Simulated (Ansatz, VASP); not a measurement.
# Two plane-wave programs on AlP5

Contents of INCAR:

```
  PREC = Accurate
  ENCUT = 600
  EDIFF = 1E-6
  ISMEAR = 0
  SIGMA = 0.1
  LREAL = False
  LASPH = True
  NELM = 60
  ALGO = Normal
  ISIF = 3
  LWAVE = False
  LCHARG = False
  GGA = PE
  IBRION = 2
  NSW = 90
  EDIFFG = -0.04
```

KPOINTS

```
Automatic mesh
0
Gamma
  3 3 4
```

File POSCAR:

```
AlP5
1.0
    6.0182378800      0.0000000000      0.0000000000
   -3.0091189400      5.2119468900      0.0000000000
    0.0000000000      0.0000000000      3.9280525400
Al P
1 5
Direct
    0.0000000000      0.0000000000      0.5000000000
    0.5000000000      0.0000000000      0.5000000000
    0.0000000000      0.5000000000      0.5000000000
    0.5000000000      0.5000000000      0.5000000000
    0.3333333300      0.6666666700      0.5000000000
    0.6666666700      0.3333333300      0.5000000000
```

Input for Ansatz:

```yaml
crystal:
  lattice:
    - [6.01823788, 0.0, 0.0]
    - [-3.00911894, 5.21194689, 0.0]
    - [0.0, 0.0, 3.92805254]
  atoms:
    - { symbol: Al, position: [0.0, 0.0, 0.5] }
    - { symbol: P, position: [0.5, 0.0, 0.5] }
    - { symbol: P, position: [0.0, 0.5, 0.5] }
    - { symbol: P, position: [0.5, 0.5, 0.5] }
    - { symbol: P, position: [0.33333333, 0.66666667, 0.5] }
    - { symbol: P, position: [0.66666667, 0.33333333, 0.5] }
basis:
  ecutwfc: 420
kpoints:
  mp_grid: { grid: [3, 3, 4] }
hamiltonian:
  xc: pbe
scf:
  occupations: { method: gaussian, width: 0.1 }
  lower_state_search: "off"
output:
  forces: true
  stress: true
  eigenvalues: true
relax:
  adjacent_minimum: "off"
  f_tol: 0.04
  max_steps: 70
  cell: { stress_tol: 0.4 }
```

Alike in both runs: task relaxation of cell and atoms; functional PBE; k mesh 3 × 3 × 4; occupations gaussian, width 0.1 eV; no spin polarisation.

|  | VASP | Ansatz |
| --- | --- | --- |
| version | VASP 6.6.1 | Ansatz 0.2.0 |
| potentials or method | VASP PAW PBE potentials, release 64 (Al, P), cutoff 600 eV | scalar-relativistic, plane waves, PAW |
| valence electrons in the cell | 28 | 28 |

```csv
,VASP,Ansatz,Ansatz less VASP
"gap on the k mesh at the Fermi level, each at its own relaxed structure (eV)",none,none,-
relaxed volume (Å³/atom),21.38,21.42,+0.043
relaxed cell length with the largest relative difference (Å),7.650,7.656,+0.0066
```

A gap of «none» marks a metal or a gap that the smearing closes.

The k mesh is coarse, so the values compare programs but aren't converged.
